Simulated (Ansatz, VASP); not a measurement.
Two plane-wave programs on ZnO

Contents of POSCAR:

```
ZnO
1.0
    0.0000000000      2.1337703963      2.1337703963
    2.1337703963      0.0000000000      2.1337703963
    2.1337703963      2.1337703963      0.0000000000
Zn O
1 1
Direct
    0.0000000000      0.0000000000      0.0000000000
    0.5000000000      0.5000000000      0.5000000000
```

The input INCAR.step1:

```
SYSTEM = ZnO
PREC     = Accurate       ! precision mode
ENCUT    = 520            ! plane-wave cutoff, eV
EDIFF    = 1E-5           ! SCF threshold, eV
ISMEAR   = 0              ! smearing method
SIGMA    = 0.01           ! smearing width, eV
LREAL    = .FALSE.        ! projectors in reciprocal space
LASPH    = .TRUE.         ! aspherical terms in the spheres
NELM     = 100            ! most SCF steps
ALGO     = Normal         ! electronic algorithm
ISIF     = 2              ! what is computed and relaxed
LWAVE    = .TRUE.         ! write WAVECAR
NBANDS   = 16             ! bands
GGA      = PE             ! functional
```

Contents of INCAR.step2:

```
SYSTEM = ZnO
PREC     = Accurate       ! precision mode
ENCUT    = 520            ! plane-wave cutoff, eV
EDIFF    = 1E-6           ! SCF threshold, eV
ISMEAR   = 0              ! smearing method
SIGMA    = 0.01           ! smearing width, eV
LREAL    = .FALSE.        ! projectors in reciprocal space
LASPH    = .TRUE.         ! aspherical terms in the spheres
NELM     = 100            ! most SCF steps
ALGO     = Normal         ! electronic algorithm
ISIF     = 2              ! what is computed and relaxed
LWAVE    = .FALSE.        ! write WAVECAR
LCHARG   = .TRUE.         ! write CHGCAR
GGA      = PE             ! functional
LHFCALC  = .TRUE.         ! exact exchange
AEXX     = 1.0            ! exact-exchange fraction
HFSCREEN = 0.3            ! screening, 1/A
PRECFOCK = Normal       
LELF     = .TRUE.         ! ELF
LVHAR    = .TRUE.       
NBANDS   = 16             ! bands
ISTART   = 1            
ALDAC    = 1.0          
AGGAC    = 1.0
```

Contents of KPOINTS:

```
Automatic mesh
0
G
  4 4 4
  0 0 0
```

Input for Ansatz:

```yaml
crystal:
  lattice:
    - [0.0, 2.1337703963, 2.1337703963]
    - [2.1337703963, 0.0, 2.1337703963]
    - [2.1337703963, 2.1337703963, 0.0]
  atoms:
    - { symbol: Zn, position: [0.0, 0.0, 0.0] }
    - { symbol: O, position: [0.5, 0.5, 0.5] }
kpoints:
  mp_grid: { grid: [4, 4, 4] }
hamiltonian:
  xc: { exchange: pbe, correlation: pbe, exx: { coeff: 1.0, omega: 0.3 } }
scf:
  occupations: { method: fixed }
  n_extra_bands: 4
output:
  forces: true
  stress: true
  eigenvalues: true
```

Alike in both runs: task single point; functional PBE-based screened hybrid with a share of 1.0 of exact exchange and HFSCREEN = 0.3; k mesh 4 × 4 × 4; no spin polarisation.

|  | VASP | Ansatz |
| --- | --- | --- |
| version | VASP 6.6.1 | Ansatz 0.2.0 |
| potentials or method | VASP PAW PBE potentials, release 64 (Zn, O) | plane waves |
| plane-wave cutoff (eV) | 520 | 420 |
| occupations | gaussian, width 0.01 eV | fixed |
| valence electrons in the cell | 18 | 18 |

|  | VASP | Ansatz | Ansatz less VASP |
| --- | --- | --- | --- |
| gap on the k mesh at the Fermi level (eV) | 7.70 | 7.85 | +0.151 |
| pressure (GPa) | -12.3 | -14.4 | -2.12 |

VASP's potentials were made for PBE, not for PBE-based screened hybrid. Ansatz's warnings: stress exchange threshold loose, stress scf threshold loose.

The k mesh is coarse, so the values compare programs but aren't converged.
